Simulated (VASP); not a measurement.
# AlN (P6_3mc) in VASP: further runs

The runs below take AlN through single point, with PBE, LDA, r2SCAN.

Program: VASP 6.6.1. These are calculated values, not measurements. Logs are shortened: lines on timing, memory, paths and dates and some standing lists are left out, and cuts for length are marked.

## 1. The cell of the first run

It takes space group P6_3mc (No. 186, hexagonal). The conventional cell has a = 3.130 Å, b = 3.130 Å, c = 4.981 Å, α = 90.00°, β = 90.00°, γ = 120.00°. Within 2.5 Å of Al (site symmetry 3m) lie 4 N at 1.90 to 1.91 Å. N (site symmetry 3m) has 4 Al at 1.90 to 1.91 Å within 2.5 Å.

## 2. Single point, PBE

INCAR

```
SYSTEM = AlN
ALGO     = Normal         ! electronic algorithm
EDIFF    = 1E-6           ! SCF threshold, eV
ENCUT    = 520            ! plane-wave cutoff, eV
GGA      = PE             ! functional
ISIF     = 2              ! what is computed and relaxed
ISMEAR   = 0              ! smearing method
LASPH    = .TRUE.         ! aspherical terms in the spheres
LCHARG   = .TRUE.         ! write CHGCAR
LELF     = .TRUE.         ! ELF
LREAL    = .FALSE.        ! projectors in reciprocal space
LVHAR    = .TRUE.       
LWAVE    = .FALSE.        ! write WAVECAR
NBANDS   = 16             ! bands
NELM     = 100            ! most SCF steps
PREC     = Accurate       ! precision mode
SIGMA    = 0.05           ! smearing width, eV
```

KPOINTS

```
k-points
0
G
  8 8 5
  0 0 0
```

POSCAR

```
AlN
1.0
    3.1296659992      0.0000000000      0.0000000000
   -1.5648329996      2.7103702607      0.0000000000
    0.0000000000      0.0000000000      4.9810000000
Al N
2 2
Direct
    0.3333333333      0.6666666667     -0.0004637160
    0.6666666667      0.3333333333      0.4995362840
    0.3333333333      0.6666666667      0.3824637160
    0.6666666667      0.3333333333      0.8824637160
```

Potentials or basis: VASP PAW PBE potentials, release 64 (Al, N).

The run is started by

```
cat potpaw_PBE.64/Al/POTCAR potpaw_PBE.64/N/POTCAR > POTCAR
mpirun -np 1 vasp_std > vasp.out
```

OUTCAR:

```text
SYSTEM = AlN
   EDIFF = 1E-6
   ENCUT = 520
   GGA = PE
   ISIF = 2
   ISMEAR = 0
   LASPH = .TRUE.
   LREAL = .FALSE.
   NELM = 100
   PREC = Accurate

 ion  position               nearest neighbor table
   1  0.333  0.667  1.000-   4 1.90   4 1.90   4 1.90   3 1.91   2 3.08   2 3.08   2 3.08   2 3.08
                             2 3.08   2 3.08
   2  0.667  0.333  0.500-   3 1.90   3 1.90   3 1.90   4 1.91   1 3.08   1 3.08   1 3.08   1 3.08
                             1 3.08   1 3.08
   3  0.333  0.667  0.382-   2 1.90   2 1.90   2 1.90   1 1.91
   4  0.667  0.333  0.882-   1 1.90   1 1.90   1 1.90   2 1.91

  LATTYP: Found a hexagonal cell.
 ALAT       =     3.1296659992
 C/A-ratio  =     1.5915436348

  Lattice vectors:

 A1 = (   3.1296659992,   0.0000000000,   0.0000000000)
 A2 = (  -1.5648329996,   2.7103702607,   0.0000000000)
 A3 = (   0.0000000000,   0.0000000000,   4.9810000000)

Analysis of symmetry for initial positions (statically):
=====================================================================
 Subroutine PRICEL returns:
 Original cell was already a primitive cell.

 Routine SETGRP: Setting up the symmetry group for a
 hexagonal supercell.

 Subroutine GETGRP returns: Found 12 space group operations
 (whereof  6 operations were pure point group operations)
 out of a pool of 24 trial point group operations.

The static configuration has the point symmetry C_3v.
 The point group associated with its full space group is C_6v.

Analysis of symmetry for dynamics (positions and initial velocities):
=====================================================================
 Subroutine PRICEL returns:
 Original cell was already a primitive cell.

 Routine SETGRP: Setting up the symmetry group for a
 hexagonal supercell.

 Subroutine GETGRP returns: Found 12 space group operations
 (whereof  6 operations were pure point group operations)
 out of a pool of 24 trial point group operations.

The dynamic configuration has the point symmetry C_3v.
 The point group associated with its full space group is C_6v.

 Subroutine INISYM returns: Found 12 space group operations
 (whereof  6 operations are pure point group operations),
 and found     1 'primitive' translations

----------------------------------------------------------------------------------------

                                     Primitive cell

  volume of cell :      42.2516

  direct lattice vectors                    reciprocal lattice vectors
     3.129665999  0.000000000  0.000000000     0.319522914  0.184476640  0.000000000
[... 96 lines left out ...]
   ISIF   =      2    stress and relaxation
   ISYM   =      2    0-nonsym 1-usesym 2-fastsym
   POTIM  = 0.5000    time-step for ionic-motion
   TEBEG  =    0.0;   TEEND  =   0.0 temperature during run
   PSTRESS=    0.0 pullay stress
   NELECT =      16.0000    total number of electrons
   NUPDOWN=      -1.0000    fix difference up-down
   EMIN   =  10.00;   EMAX   =-10.00  energy-range for DOS
   EFERMI =   0.00;   METHOD = LEGACY
   ISMEAR =     0;   SIGMA  =   0.05  broadening in eV -4-tet -1-fermi 0-gaus
   EFERMI_NEDOS =   21; number of points for ismear=-14 and -15
   IALGO  =     38    algorithm
   IMIX   =      4    mixing-type and parameters
     AMIX     =   0.40;   BMIX     =  1.00
     AMIX_MAG =   1.60;   BMIX_MAG =  1.00
  volume/ion in A,a.u.               =      10.56        71.28
  Fermi-wavevector in a.u.,A,eV,Ry     =   1.184406  2.238202 19.086478  1.402817
  Thomas-Fermi vector in A             =   2.320620
   LORBIT       =      0    0 simple, 1 ext, 2 COOP (PROOUT), +10 PAW based schemes
   GGA     = PE    functional components
   LHFCALC =     F    Hartree Fock is set to
   AEXX    =    0.0000 exact exchange contribution
   IVDW    =     0    specifies the selected vdW correction
   LEPSILON=     F    determine dielectric tensor
   LRPA    =     F    only Hartree local field effects (RPA)
 non-spin polarized calculation
 Gauss-broadening in eV      SIGMA  =   0.05
  energy-cutoff  :      520.00
  volume of cell :       42.25
 maximum number of plane-waves:      1158
 NGX is ok and might be reduce to    24
   NGX = 11   NGY = 11   NGZ = 19

 number of electron      15.9999998 magnetization

 Free energy of the ion-electron system (eV)
  ---------------------------------------------------
  ext. energy  EPLUGINS =         0.00000000
  ---------------------------------------------------
  free energy    TOTEN  =       -29.77809666 eV

  energy without entropy =      -29.77809666  energy(sigma->0) =      -29.77809666

 E-fermi :   6.3462     XC(G=0): -10.8602

 val. band max:        6.0831796630   @ k =   0.0000   0.0000   0.0000
 cond. band min:      10.1563089354   @ k =   0.0000   0.0000   0.0000
 fundamental gap:      4.0731292725
 Fermi energy:         6.3461707841

 k-point     1 :       0.0000    0.0000    0.0000
  band No.  band energies     occupation
      1      -9.0760      2.00000
      2      -6.9399      2.00000
      3       0.1255      2.00000
      4       5.1525      2.00000
      5       5.1525      2.00000
      6       5.8172      2.00000
[... 433 lines left out ...]
      3       0.8303      2.00000
      4       1.2266      2.00000
      5       4.0572      2.00000
      6       4.4859      2.00000
[... 8 lines left out ...]
     15      18.5675      0.00000
     16      19.7289      0.00000

 [... further k-points ...]

------------------------ aborting loop because EDIFF is reached ----------------------------------------

  FORCE on cell =-STRESS in cart. coord.  units (eV):
  Direction    XX          YY          ZZ          XY          YZ          ZX
  --------------------------------------------------------------------------------------
  -------------------------------------------------------------------------------------
  Total        0.1473895      0.1473895      0.6431083      0.0000000      0.0000000      0.0000000
  in kB        5.5889975      5.5889975     24.3866168      0.0000000      0.0000000      0.0000000
  external PRESSURE =      11.8548706 kB  Pullay stress =       0.0000000 kB

 VOLUME and BASIS-vectors are now :
 -----------------------------------------------------------------------------
  energy-cutoff  :      520.00
  volume of cell :       42.25
      direct lattice vectors                 reciprocal lattice vectors
     3.129665999  0.000000000  0.000000000     0.319522914  0.184476640  0.000000000
    -1.564833000  2.710370261  0.000000000     0.000000000  0.368953281  0.000000000
     0.000000000  0.000000000  4.981000000     0.000000000  0.000000000  0.200762899

 POSITION                                       TOTAL-FORCE (eV/Angst)
 -----------------------------------------------------------------------------------
     -0.00000      1.80691      4.97869         0.000000     -0.000000      0.000066
      1.56483      0.90346      2.48819        -0.000000      0.000000      0.000066
     -0.00000      1.80691      1.90505        -0.000000     -0.000000     -0.000066
      1.56483      0.90346      4.39555         0.000000      0.000000     -0.000066
 -----------------------------------------------------------------------------------
    total drift:                               -0.000000      0.000000      0.000266

  FREE ENERGIE OF THE ION-ELECTRON SYSTEM (eV)
  ---------------------------------------------------
  free  energy   TOTEN  =       -29.7780966604 eV

  energy  without entropy=      -29.7780966604  energy(sigma->0) =      -29.77809666
```

OSZICAR:

```text
N       E                     dE             d eps       ncg     rms          rms(c)
DAV:   1     0.415258207537E+02    0.41526E+02   -0.72682E+03   960   0.889E+02
DAV:   2    -0.310174607281E+02   -0.72543E+02   -0.66112E+02  1352   0.189E+02
DAV:   3    -0.344601565870E+02   -0.34427E+01   -0.34338E+01  1208   0.424E+01
DAV:   4    -0.344810783917E+02   -0.20922E-01   -0.20920E-01  1200   0.375E+00
DAV:   5    -0.344813596557E+02   -0.28126E-03   -0.28126E-03  1224   0.434E-01    0.121E+01
DAV:   6    -0.297642960249E+02    0.47171E+01   -0.10652E+01  1144   0.236E+01    0.413E+00
DAV:   7    -0.297898030166E+02   -0.25507E-01   -0.66526E-01  1032   0.574E+00    0.293E+00
DAV:   8    -0.297827297563E+02    0.70733E-02   -0.61383E-02  1072   0.229E+00    0.618E-01
DAV:   9    -0.297775411333E+02    0.51886E-02   -0.12282E-02  1296   0.821E-01    0.250E-01
DAV:  10    -0.297781795731E+02   -0.63844E-03   -0.23860E-03  1048   0.305E-01    0.135E-01
DAV:  11    -0.297780935672E+02    0.86006E-04   -0.18398E-04  1128   0.104E-01    0.337E-02
DAV:  12    -0.297780968361E+02   -0.32690E-05   -0.12007E-05  1064   0.276E-02    0.718E-03
DAV:  13    -0.297780966604E+02    0.17576E-06   -0.46634E-06  1120   0.166E-02
   1 F= -.29778097E+02 E0= -.29778097E+02  d E =-.851472E-16
```

stdout:

```text
POSCAR found type information on POSCAR AlN
 POSCAR found :  2 types and       4 ions
 scaLAPACK will be used
 LDA part: xc-table for (Slater+PW92), standard interpolation
 POSCAR, INCAR and KPOINTS ok, starting setup
 FFT: planning ... GRIDC
 FFT: planning ... GRID_SOFT
 FFT: planning ... GRID
 WAVECAR not read
 entering main loop
```

It took 29 s on 1 thread of Intel Xeon 8259CL, shared host; peak memory 0.16 GiB.

What came out:

```yaml
Free_energy: -29.7781 eV
Pressure: 1.2 GPa
Band_gap_on_the_k_mesh: 4.07 eV
```

Levels at points of the mesh, in eV from the valence-band top:
```csv
k point,band 6,band 7,band 8,band 9,band 10,band 11
"(0.00, 0.00, 0.00)",-0.27,-0.27,0.00,4.07,6.47,10.53
"(0.50, 0.00, 0.00)",-2.14,-1.79,-0.73,5.71,5.79,8.04
```

## 3. Single point, PBE

INCAR

```
SYSTEM = AlN
ALGO = Normal
EDIFF = 1E-7
ENCUT = 520
GGA = PE
ISIF = 2
ISMEAR = 0
LASPH = .TRUE.
LCHARG = .FALSE.
LREAL = .FALSE.
LWAVE = .FALSE.
NBANDS = 16
NELM = 60
PREC = Accurate
SIGMA = 0.03
```

KPOINTS is that of step 2.

POSCAR is that of step 2.

Potentials or basis: VASP PAW PBE potentials, release 64 (Al, N).

The run is started by

```
cat potpaw_PBE.64/Al/POTCAR potpaw_PBE.64/N/POTCAR > POTCAR
mpirun -np 1 vasp_std > vasp.out
```

OUTCAR:

```text
SYSTEM = AlN
   EDIFF = 1E-7
   ENCUT = 520
   GGA = PE
   ISIF = 2
   ISMEAR = 0
   LASPH = .TRUE.
   LREAL = .FALSE.
   NELM = 60
   PREC = Accurate

 ion  position               nearest neighbor table
   1  0.333  0.667  1.000-   4 1.90   4 1.90   4 1.90   3 1.91   2 3.08   2 3.08   2 3.08   2 3.08
                             2 3.08   2 3.08
   2  0.667  0.333  0.500-   3 1.90   3 1.90   3 1.90   4 1.91   1 3.08   1 3.08   1 3.08   1 3.08
                             1 3.08   1 3.08
   3  0.333  0.667  0.382-   2 1.90   2 1.90   2 1.90   1 1.91
   4  0.667  0.333  0.882-   1 1.90   1 1.90   1 1.90   2 1.91

  LATTYP: Found a hexagonal cell.
 ALAT       =     3.1296659992
 C/A-ratio  =     1.5915436348

  Lattice vectors:

 A1 = (   3.1296659992,   0.0000000000,   0.0000000000)
 A2 = (  -1.5648329996,   2.7103702607,   0.0000000000)
 A3 = (   0.0000000000,   0.0000000000,   4.9810000000)

Analysis of symmetry for initial positions (statically):
=====================================================================
 Subroutine PRICEL returns:
 Original cell was already a primitive cell.

 Routine SETGRP: Setting up the symmetry group for a
 hexagonal supercell.

 Subroutine GETGRP returns: Found 12 space group operations
 (whereof  6 operations were pure point group operations)
 out of a pool of 24 trial point group operations.

The static configuration has the point symmetry C_3v.
 The point group associated with its full space group is C_6v.

Analysis of symmetry for dynamics (positions and initial velocities):
=====================================================================
 Subroutine PRICEL returns:
 Original cell was already a primitive cell.

 Routine SETGRP: Setting up the symmetry group for a
 hexagonal supercell.

 Subroutine GETGRP returns: Found 12 space group operations
 (whereof  6 operations were pure point group operations)
 out of a pool of 24 trial point group operations.

The dynamic configuration has the point symmetry C_3v.
[... 127 lines left out ...]
  Thomas-Fermi vector in A             =   2.320620
   LORBIT       =      0    0 simple, 1 ext, 2 COOP (PROOUT), +10 PAW based schemes
   GGA     = PE    functional components
   LHFCALC =     F    Hartree Fock is set to
   AEXX    =    0.0000 exact exchange contribution
   IVDW    =     0    specifies the selected vdW correction
   LEPSILON=     F    determine dielectric tensor
   LRPA    =     F    only Hartree local field effects (RPA)
 non-spin polarized calculation
 Gauss-broadening in eV      SIGMA  =   0.03
  energy-cutoff  :      520.00
  volume of cell :       42.25
 maximum number of plane-waves:      1158
 NGX is ok and might be reduce to    24
   NGX = 11   NGY = 11   NGZ = 19

 number of electron      15.9999998 magnetization

 Free energy of the ion-electron system (eV)
  ---------------------------------------------------
  ext. energy  EPLUGINS =         0.00000000
  ---------------------------------------------------
  free energy    TOTEN  =       -29.77809665 eV

  energy without entropy =      -29.77809665  energy(sigma->0) =      -29.77809665

 E-fermi :   6.2425     XC(G=0): -10.8603

 val. band max:        6.0834112363   @ k =   0.0000   0.0000   0.0000
 cond. band min:      10.1563291521   @ k =   0.0000   0.0000   0.0000
 fundamental gap:      4.0729179157
 Fermi energy:         6.2424749657

 k-point     1 :       0.0000    0.0000    0.0000
  band No.  band energies     occupation
      1      -9.0758      2.00000
      2      -6.9397      2.00000
      3       0.1256      2.00000
      4       5.1527      2.00000
      5       5.1527      2.00000
      6       5.8174      2.00000
[... 433 lines left out ...]
      3       0.8304      2.00000
      4       1.2267      2.00000
      5       4.0574      2.00000
      6       4.4861      2.00000
[... 8 lines left out ...]
     15      18.5675      0.00000
     16      19.7289      0.00000

 [... further k-points ...]

------------------------ aborting loop because EDIFF is reached ----------------------------------------

  FORCE on cell =-STRESS in cart. coord.  units (eV):
  Direction    XX          YY          ZZ          XY          YZ          ZX
  --------------------------------------------------------------------------------------
  -------------------------------------------------------------------------------------
  Total        0.1447751      0.1447751      0.6404186      0.0000000     -0.0000000      0.0000000
  in kB        5.4898617      5.4898617     24.2846231      0.0000000     -0.0000000      0.0000000
  external PRESSURE =      11.7547821 kB  Pullay stress =       0.0000000 kB

 VOLUME and BASIS-vectors are now :
 -----------------------------------------------------------------------------
  energy-cutoff  :      520.00
  volume of cell :       42.25
      direct lattice vectors                 reciprocal lattice vectors
     3.129665999  0.000000000  0.000000000     0.319522914  0.184476640  0.000000000
    -1.564833000  2.710370261  0.000000000     0.000000000  0.368953281  0.000000000
     0.000000000  0.000000000  4.981000000     0.000000000  0.000000000  0.200762899

 POSITION                                       TOTAL-FORCE (eV/Angst)
 -----------------------------------------------------------------------------------
     -0.00000      1.80691      4.97869         0.000000     -0.000000      0.000097
      1.56483      0.90346      2.48819        -0.000000      0.000000      0.000097
     -0.00000      1.80691      1.90505         0.000000      0.000000     -0.000097
      1.56483      0.90346      4.39555        -0.000000      0.000000     -0.000097
 -----------------------------------------------------------------------------------
    total drift:                               -0.000000      0.000000      0.000214

  FREE ENERGIE OF THE ION-ELECTRON SYSTEM (eV)
  ---------------------------------------------------
  free  energy   TOTEN  =       -29.7780966548 eV

  energy  without entropy=      -29.7780966548  energy(sigma->0) =      -29.77809665
```

OSZICAR:

```text
N       E                     dE             d eps       ncg     rms          rms(c)
DAV:   1     0.415258207533E+02    0.41526E+02   -0.72682E+03   960   0.889E+02
DAV:   2    -0.310174607281E+02   -0.72543E+02   -0.66112E+02  1352   0.189E+02
DAV:   3    -0.344601565870E+02   -0.34427E+01   -0.34338E+01  1208   0.424E+01
DAV:   4    -0.344810783917E+02   -0.20922E-01   -0.20920E-01  1200   0.375E+00
DAV:   5    -0.344813596559E+02   -0.28126E-03   -0.28126E-03  1224   0.434E-01    0.121E+01
DAV:   6    -0.297642960249E+02    0.47171E+01   -0.10652E+01  1144   0.236E+01    0.413E+00
DAV:   7    -0.297898030167E+02   -0.25507E-01   -0.66526E-01  1032   0.574E+00    0.293E+00
DAV:   8    -0.297827297563E+02    0.70733E-02   -0.61383E-02  1072   0.229E+00    0.618E-01
DAV:   9    -0.297775411328E+02    0.51886E-02   -0.12282E-02  1296   0.821E-01    0.250E-01
DAV:  10    -0.297781795731E+02   -0.63844E-03   -0.23860E-03  1048   0.305E-01    0.135E-01
DAV:  11    -0.297780935672E+02    0.86006E-04   -0.18398E-04  1128   0.104E-01    0.337E-02
DAV:  12    -0.297780968361E+02   -0.32690E-05   -0.12007E-05  1064   0.276E-02    0.718E-03
DAV:  13    -0.297780966603E+02    0.17582E-06   -0.46634E-06  1120   0.166E-02    0.536E-03
DAV:  14    -0.297780966548E+02    0.54752E-08   -0.35561E-07  1184   0.507E-03
   1 F= -.29778097E+02 E0= -.29778097E+02  d E =-.326801E-16
```

Wall time 24 s (1 thread of Intel Xeon 8259CL, shared host); peak memory 0.16 GiB.

What came out:

```yaml
Free_energy: -29.7781 eV
Pressure: 1.2 GPa
Band_gap_on_the_k_mesh: 4.07 eV
```

## 4. Single point, LDA

INCAR

```
  PREC = Accurate
  ENCUT = 520
  EDIFF = 1E-6
  ISMEAR = 0
  SIGMA = 0.05
  LREAL = F
  LASPH = T
  NELM = 60
  ALGO = Normal
  ISIF = 2
  LWAVE = F
  LCHARG = T
  LELF = T
  LVHAR = T
  NBANDS = 16
```

KPOINTS

```
regular mesh
0
Gamma
  8 8 5
```

POSCAR

```
AlN
1.0
    3.1296659992      0.0000000000      0.0000000000
   -1.5648329996      2.7103702607      0.0000000000
    0.0000000000      0.0000000000      4.9810000000
Al N
2 2
Direct
    0.3333333333      0.6666666667     -0.0003626895
    0.6666666667      0.3333333333      0.4996373105
    0.3333333333      0.6666666667      0.3823626895
    0.6666666667      0.3333333333      0.8823626895
```

Potentials or basis: VASP PAW LDA potentials, release 64 (Al, N).

The run is started by

```
cat potpaw_LDA.64/Al/POTCAR potpaw_LDA.64/N/POTCAR > POTCAR
mpirun -np 1 vasp_std > vasp.out
```

Run time: 18 s. Hardware: 1 thread of Intel Xeon 8259CL, shared host; peak memory 0.14 GiB.

Results (log left out):

```
Free energy            : -32.8153 eV
Pressure               : -6.3 GPa
Band gap on the k mesh : 4.10 eV
```

Forces on the atoms (eV/Å):
```
Al   0.000  0.000 -0.002
Al   0.000  0.000 -0.002
N    0.000  0.000  0.002
N    0.000  0.000  0.002
```

Stress tensor (GPa, compression positive):
```
-6.97  0.00  0.00
 0.00 -6.97  0.00
 0.00  0.00 -4.85
```

Levels at points of the mesh, in eV from the valence-band top:
```tsv
k point	band 5	band 6	band 7	band 8	band 9	band 10	band 11	band 12
(0.00, 0.00, 0.00)	-0.93	-0.26	-0.26	0.00	4.10	6.35	10.39	10.77
(0.50, 0.00, 0.00)	-3.38	-2.16	-1.81	-0.73	5.55	5.67	7.94	10.02
```

Caveat: the cell stands under tension.

[end of part 1 of 2]
